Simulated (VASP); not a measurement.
Here is a VASP 6.6.1 calculation.

POSCAR

```
RbBr
1.0
    0.0000000000      3.5431937686      3.4417547267
    3.5431937686      0.0000000000      3.4417547267
    3.5431937686      3.5431937686      0.0000000000
Rb Br
1 1
Direct
    0.0000000000      0.0000000000      0.0000000000
    0.5000000000      0.5000000000      0.5000000000
```

INCAR.step1

```
PREC = Accurate
ENCUT = 520
ISMEAR = 0
SIGMA = 0.01
LREAL = F
LASPH = T
NELM = 60
NBANDS = 15
GGA = PE
ALGO = Normal
EDIFF = 1E-4
LWAVE = T
LCHARG = F
```

INCAR.step2

```
PREC = Accurate
ENCUT = 520
EDIFF = 1E-6
ISMEAR = 0
SIGMA = 0.01
LREAL = F
LASPH = T
NELM = 60
ALGO = Normal
ISIF = 2
LWAVE = F
LCHARG = T
METAGGA = R2SCAN
LMIXTAU = T
LELF = T
LVHAR = T
NBANDS = 15
ISTART = 1
```

KPOINTS

```
Automatic mesh
0
Gamma
  6 6 6
```

Potentials or basis: VASP PAW PBE potentials, release 64 (Rb_sv, Br).

Launch:

```console
$ cat potpaw_PBE.64/Rb_sv/POTCAR potpaw_PBE.64/Br/POTCAR > POTCAR
$ cp INCAR.step1 INCAR
$ mpirun -np 1 vasp_std > vasp.out
$ cp INCAR.step2 INCAR
$ mpirun -np 1 vasp_std > vasp.out
```

Predict the band gap on the k mesh.

4.77 eV.

Predict the pressure.

-0.5 GPa.

Stress tensor (GPa, compression positive):
```
-0.71  0.00  0.00
 0.00 -0.71  0.00
 0.00  0.00  0.06
```

Caveat: the cell differs from its parent crystal (epitaxial xy strain +2.4%); the PAW data sets were made with another functional, which shifts forces and pressure a little.
